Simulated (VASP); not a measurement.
# ScAl3 (P1) in VASP: single point with PBE

Aim: the single point of ScAl3 with PBE.

All numbers are computed with VASP 6.6.1; they aren't measurements. Logs are shortened: lines on timing, memory, paths and dates and some standing lists are left out, and cuts for length are marked.

## (1) The cell of the first run

The typed cell holds 4 atoms: a = 4.115 Å, b = 4.117 Å, c = 4.086 Å, α = 89.49°, β = 90.14°, γ = 91.54°.

## (2) Single point, PBE (atoms moved at random and the cell strained at random)

File INCAR:

```
ALGO = Fast
EDIFF = 1E-7
ENCUT = 520
GGA = PE
ISIF = 2
ISMEAR = 0
LASPH = T
LCHARG = T
LELF = T
LREAL = F
LVHAR = T
LWAVE = F
NBANDS = 18
NELM = 60
PREC = Accurate
SIGMA = 0.15
```

File KPOINTS:

```
k-points
0
Gamma
  12 12 12
```

File POSCAR:

```
ScAl3
1.0
    4.1147720145     -0.0552679021     -0.0048311319
   -0.0552679021      4.1169054283      0.0183339751
   -0.0048311319      0.0183339751      4.0859516259
Sc Al
1 3
Direct
   -0.0003026693     -0.0055626897      0.0043191900
    0.5019228221     -0.0034738077      0.5003831955
   -0.0056722539      0.5079042476      0.5084152963
    0.5040521011      0.5011322498     -0.0131176819
```

Potentials or basis: VASP PAW PBE potentials, release 64 (Sc_sv, Al).

On the command line:

```console
> cat potpaw_PBE.64/Sc_sv/POTCAR potpaw_PBE.64/Al/POTCAR > POTCAR
> mpirun -np 1 vasp_std > vasp.out
```

OUTCAR:

```text
EDIFF = 1E-7
   ENCUT = 520
   GGA = PE
   ISIF = 2
   ISMEAR = 0
   LASPH = T
   LREAL = F
   NELM = 60
   PREC = Accurate

 ion  position               nearest neighbor table
   1  1.000  0.994  0.004-   4 2.84   3 2.86   3 2.86   2 2.89   2 2.89   2 2.90   4 2.90   3 2.92
                             2 2.92   4 2.94   4 2.96   3 2.97
   2  0.502  0.997  0.500-   4 2.84   3 2.86   3 2.88   1 2.89   4 2.89   1 2.89   3 2.89   1 2.90
                             1 2.92   4 2.94   4 2.94   3 3.01
   3  0.994  0.508  0.508-   4 2.81   1 2.86   2 2.86   1 2.86   4 2.86   2 2.88   2 2.89   1 2.92
                             4 2.93   1 2.97   4 2.99   2 3.01
   4  0.504  0.501  0.987-   3 2.81   2 2.84   1 2.84   3 2.86   2 2.89   1 2.90   3 2.93   2 2.94
                             2 2.94   1 2.94   1 2.96   3 2.99

  LATTYP: Found a triclinic cell.
 ALAT       =     4.1173172068
 B/A-ratio  =     1.4025223588
 C/A-ratio  =     2.9820228427
 COS(alpha) =     0.0014030585
 COS(beta)  =     0.6676448507
 COS(gamma) =     0.7066645488

  Lattice vectors:

 A1 = (   0.0552679021,  -4.1169054283,  -0.0183339751)
 A2 = (   0.0504367702,  -4.0985714532,   4.0676176508)
 A3 = (  -3.9945739465,  -8.2152109047,  -8.2037400701)

Analysis of symmetry for initial positions (statically):
=====================================================================
 Subroutine PRICEL returns:
 Original cell was already a primitive cell.

 Routine SETGRP: Setting up the symmetry group for a
 triclinic supercell.

 Subroutine GETGRP returns: Found  1 space group operations
 (whereof  1 operations were pure point group operations)
 out of a pool of  2 trial point group operations.

The static configuration has the point symmetry C_1 .

Analysis of symmetry for dynamics (positions and initial velocities):
=====================================================================
 Subroutine PRICEL returns:
 Original cell was already a primitive cell.

 Routine SETGRP: Setting up the symmetry group for a
 triclinic supercell.

 Subroutine GETGRP returns: Found  1 space group operations
 (whereof  1 operations were pure point group operations)
 out of a pool of  2 trial point group operations.

The dynamic configuration has the point symmetry C_1 .

 Subroutine INISYM returns: Found  1 space group operations
 (whereof  1 operations are pure point group operations),
 and found     1 'primitive' translations

----------------------------------------------------------------------------------------

                                     Primitive cell

  volume of cell :      69.2026

  direct lattice vectors                    reciprocal lattice vectors
     4.114772014 -0.055267902 -0.004831132     0.243070963  0.003261921  0.000272765
    -0.055267902  4.116905428  0.018333975     0.003261921  0.242949519 -0.001086276
    -0.004831132  0.018333975  4.085951626     0.000272765 -0.001086276  0.244746224

  length of vectors
     4.115146001  4.117317207  4.085995615     0.243093002  0.242973845  0.244748787

  position of ions in fractional coordinates (direct lattice)
     0.999697331  0.994437310  0.004319190
     0.501922822  0.996526192  0.500383195
     0.994327746  0.507904248  0.508415296
     0.504052101  0.501132250  0.986882318

  ion indices of the primitive-cell ions
   primitive index   ion index
                 1           1
                 2           2
                 3           3
                 4           4

----------------------------------------------------------------------------------------

 KPOINTS: k-points

Automatic generation of k-mesh.
 Grid dimensions read from file:
 generate k-points for:   12   12   12

 Generating k-lattice:

  Cartesian coordinates                     Fractional coordinates (reciprocal lattice)
     0.020255914  0.000271827  0.000022730     0.083333333  0.000000000 -0.000000000
     0.000271827  0.020245793 -0.000090523    -0.000000000  0.083333333  0.000000000
     0.000022730 -0.000090523  0.020395519     0.000000000  0.000000000  0.083333333

  Length of vectors
     0.020257750  0.020247820  0.020395732

  Shift w.r.t. Gamma in fractional coordinates (k-lattice)
     0.000000000  0.000000000  0.000000000

 Subroutine IBZKPT returns following result:
 ===========================================

 Found    868 irreducible k-points:

 Following reciprocal coordinates:
            Coordinates               Weight
  0.000000  0.000000  0.000000      1.000000
  0.083333  0.000000  0.000000      2.000000
  0.166667  0.000000  0.000000      2.000000
  0.250000 -0.000000  0.000000      2.000000
  0.333333  0.000000  0.000000      2.000000
  0.416667  0.000000  0.000000      2.000000
[... 16 lines left out ...]
  0.250000  0.166667 -0.000000      2.000000
  0.333333  0.166667 -0.000000      2.000000
 [... further k-points ...]
   k-points           NKPTS =    868   k-points in BZ     NKDIM =    868   number of bands    NBANDS=     18
   number of dos      NEDOS =    301   number of ions     NIONS =      4
   total plane-waves  NPLWV =  30720
   dimension x,y,z NGX =    32 NGY =   32 NGZ =   30
   dimension x,y,z NGXF=    64 NGYF=   64 NGZF=   60
   ions per type =               1   3
   NGX,Y,Z   is equivalent  to a cutoff of  12.93, 12.92, 12.21 a.u.
   NGXF,Y,Z  is equivalent  to a cutoff of  25.86, 25.84, 24.41 a.u.
 SYSTEM =  unknown system
   PREC   = accura    normal or accurate (medium, high low for compatibility)
   ISTART =      0    job   : 0-new  1-cont  2-samecut
   ICHARG =      2    charge: 1-file 2-atom 10-const
   ISPIN  =      1    spin polarized calculation?
   LNONCOLLINEAR =      F non collinear calculations
   LSORBIT =      F    spin-orbit coupling
   LASPH  =      T    aspherical Exc in radial PAW
   ENCUT  =  520.0 eV  38.22 Ry    6.18 a.u.   7.65  7.66  7.60*2*pi/ulx,y,z
   NELM   =     60;   NELMIN=  2; NELMDL= -5     # of ELM steps
   EDIFF  = 0.1E-06   stopping-criterion for ELM
   LREAL  =      F    real-space projection
   EDIFFG = 0.1E-05   stopping-criterion for IOM
   NSW    =      0    number of steps for IOM
   IBRION =     -1    ionic relax: 0-MD 1-quasi-New 2-CG
   NFREE  =      0    steps in history (QN), initial steepest desc. (CG)
   ISIF   =      2    stress and relaxation
   ISYM   =      2    0-nonsym 1-usesym 2-fastsym
   POTIM  = 0.5000    time-step for ionic-motion
   TEBEG  =    0.0;   TEEND  =   0.0 temperature during run
   PSTRESS=    0.0 pullay stress
   NELECT =      20.0000    total number of electrons
   NUPDOWN=      -1.0000    fix difference up-down
   EMIN   =  10.00;   EMAX   =-10.00  energy-range for DOS
   EFERMI =   0.00;   METHOD = LEGACY
   ISMEAR =     0;   SIGMA  =   0.15  broadening in eV -4-tet -1-fermi 0-gaus
   EFERMI_NEDOS =   21; number of points for ismear=-14 and -15
   IALGO  =     68    algorithm
   IMIX   =      4    mixing-type and parameters
     AMIX     =   0.40;   BMIX     =  1.00
     AMIX_MAG =   1.60;   BMIX_MAG =  1.00
  volume/ion in A,a.u.               =      17.30       116.75
  Fermi-wavevector in a.u.,A,eV,Ry     =   1.082374  2.045390 15.939683  1.171534
  Thomas-Fermi vector in A             =   2.218414
   LORBIT       =      0    0 simple, 1 ext, 2 COOP (PROOUT), +10 PAW based schemes
   GGA     = PE    functional components
   LHFCALC =     F    Hartree Fock is set to
   AEXX    =    0.0000 exact exchange contribution
   IVDW    =     0    specifies the selected vdW correction
   LEPSILON=     F    determine dielectric tensor
   LRPA    =     F    only Hartree local field effects (RPA)
 non-spin polarized calculation
 RMM-DIIS sequential band-by-band and
 Gauss-broadening in eV      SIGMA  =   0.15
  energy-cutoff  :      520.00
  volume of cell :       69.20
 maximum number of plane-waves:      1878
   NGX = 15   NGY = 15   NGZ = 15

 number of electron      19.9999999 magnetization

 Free energy of the ion-electron system (eV)
  ---------------------------------------------------
  ext. energy  EPLUGINS =         0.00000000
  ---------------------------------------------------
  free energy    TOTEN  =       -19.26698221 eV

  energy without entropy =      -19.25192428  energy(sigma->0) =      -19.25945324

 E-fermi :   7.1629     XC(G=0): -10.3648

 val. band max:        7.1626533078   @ k =   0.0833   0.2500   0.0000
 cond. band min:       7.1650809330   @ k =   0.2500   0.0833   0.0000
 fundamental gap:      0.0024276252
 Fermi energy:         7.1629125664

 k-point     1 :       0.0000    0.0000    0.0000
  band No.  band energies     occupation
      1     -41.8648      2.00000
      2     -20.5702      2.00000
      3     -20.5617      2.00000
      4     -20.5591      2.00000
      5      -2.8112      2.00000
      6       4.5109      2.00000
[... 10 lines left out ...]
     17      12.3904      0.00000
     18      12.6026      0.00000

 k-point     2 :       0.0833    0.0000    0.0000
  band No.  band energies     occupation
      1     -41.8647      2.00000
      2     -20.5711      2.00000
      3     -20.5625      2.00000
      4     -20.5591      2.00000
      5      -2.7480      2.00000
      6       3.9284      2.00000
[... 10 lines left out ...]
     17      12.3484      0.00000
     18      12.4998      0.00000

 k-point     3 :       0.1667    0.0000    0.0000
  band No.  band energies     occupation
      1     -41.8645      2.00000
      2     -20.5747      2.00000
      3     -20.5638      2.00000
      4     -20.5588      2.00000
      5      -2.5599      2.00000
      6       2.9888      2.00000
[... 10 lines left out ...]
     17      12.3702      0.00000
     18      12.4694      0.00000

 k-point     4 :       0.2500   -0.0000    0.0000
  band No.  band energies     occupation
      1     -41.8642      2.00000
      2     -20.5811      2.00000
      3     -20.5641      2.00000
      4     -20.5583      2.00000
      5      -2.2513      2.00000
      6       2.0299      2.00000
[... 375 lines left out ...]
      4     -20.5589      2.00000
      5      -2.2994      2.00000
      6       2.9338      2.00000
[... 10 lines left out ...]
     17      12.4991      0.00000
     18      12.6959      0.00000

 k-point    23 :       0.2500    0.1667   -0.0000
  band No.  band energies     occupation
      1     -41.8639      2.00000
      2     -20.5811      2.00000
      3     -20.5701      2.00000
      4     -20.5583      2.00000
      5      -1.9897      2.00000
      6       2.1693      2.00000
[... 10 lines left out ...]
     17      11.8180      0.00000
     18      12.6867      0.00000

 k-point    24 :       0.3333    0.1667   -0.0000
  band No.  band energies     occupation
      1     -41.8637      2.00000
      2     -20.5876      2.00000
      3     -20.5702      2.00000
      4     -20.5577      2.00000
      5      -1.5730      2.00000
      6       1.2926      2.00000
[... 10 lines left out ...]
     17      11.6942      0.00000
     18      12.7217      0.00000

 [... further k-points ...]

------------------------ aborting loop because EDIFF is reached ----------------------------------------

  FORCE on cell =-STRESS in cart. coord.  units (eV):
  Direction    XX          YY          ZZ          XY          YZ          ZX
  --------------------------------------------------------------------------------------
  -------------------------------------------------------------------------------------
  Total        0.0316662     -0.0169819      0.3951808      0.7768001     -0.2856603      0.0198140
  in kB        0.7331356     -0.3931635      9.1492191     17.9844649     -6.6136027      0.4587334
  external PRESSURE =       3.1630637 kB  Pullay stress =       0.0000000 kB

 VOLUME and BASIS-vectors are now :
 -----------------------------------------------------------------------------
  energy-cutoff  :      520.00
  volume of cell :       69.20
      direct lattice vectors                 reciprocal lattice vectors
     4.114772014 -0.055267902 -0.004831132     0.243070963  0.003261921  0.000272765
    -0.055267902  4.116905428  0.018333975     0.003261921  0.242949519 -0.001086276
    -0.004831132  0.018333975  4.085951626     0.000272765 -0.001086276  0.244746224

 POSITION                                       TOTAL-FORCE (eV/Angst)
 -----------------------------------------------------------------------------------
      4.05855      4.03883      0.03105         0.107963      0.367708     -0.071604
      2.00780      4.08404      2.06039        -0.074860      0.104105     -0.030707
      4.06090      2.04536      2.08187         0.127470     -0.311586     -0.229001
      2.04160      2.05335      4.03911        -0.160574     -0.160227      0.331312
 -----------------------------------------------------------------------------------
    total drift:                                0.000129      0.000225      0.000199

  FREE ENERGIE OF THE ION-ELECTRON SYSTEM (eV)
  ---------------------------------------------------
  free  energy   TOTEN  =       -19.2669822125 eV

  energy  without entropy=      -19.2519242764  energy(sigma->0) =      -19.25945324
```

It took 17 min on 1 thread of AMD EPYC 9R14 (Zen 4), shared host; peak memory 0.95 GiB.

Results:

```yaml
Free_energy: -19.2670 eV
Pressure: 0.3 GPa
Largest_force: 0.407 eV/Å
Band_gap_on_the_k_mesh: zero (bands 10 and 11 overlap by 3.72 eV)
```

Forces on the atoms (eV/Å):
```
Sc   0.108  0.368 -0.072
Al  -0.075  0.104 -0.031
Al   0.127 -0.312 -0.229
Al  -0.161 -0.160  0.331
```

Levels at points of the mesh, in eV from the Fermi level:
| k point | band 7 | band 8 | band 9 | band 10 | band 11 | band 12 | band 13 | band 14 |
| --- | --- | --- | --- | --- | --- | --- | --- | --- |
| (0.00, 0.00, 0.00) | -2.58 | -1.92 | -1.79 | -1.74 | 1.19 | 1.29 | 1.30 | 1.34 |
| (0.50, 0.00, 0.00) | -1.75 | -1.65 | -1.44 | 0.64 | 1.01 | 1.10 | 1.37 | 1.64 |
| (0.00, 0.50, 0.00) | -1.75 | -1.65 | -1.44 | 0.64 | 1.01 | 1.11 | 1.37 | 1.61 |
| (0.50, 0.50, 0.00) | -5.50 | -4.33 | -0.57 | -0.45 | 1.17 | 1.48 | 2.04 | 2.43 |
| (0.00, 0.00, 0.50) | -1.78 | -1.68 | -1.47 | 0.74 | 0.95 | 0.99 | 1.34 | 1.61 |
| (0.50, 0.00, 0.50) | -5.59 | -4.32 | -0.58 | -0.55 | 1.15 | 1.33 | 2.06 | 2.48 |
| (0.00, 0.50, 0.50) | -5.56 | -4.33 | -0.60 | -0.53 | 1.17 | 1.34 | 2.05 | 2.48 |
| (0.50, 0.50, 0.50) | -4.66 | -4.35 | -3.06 | -2.92 | -2.84 | 0.93 | 2.55 | 2.59 |

Caveat: the cell differs from its parent crystal (atoms moved at random and the cell strained at random).
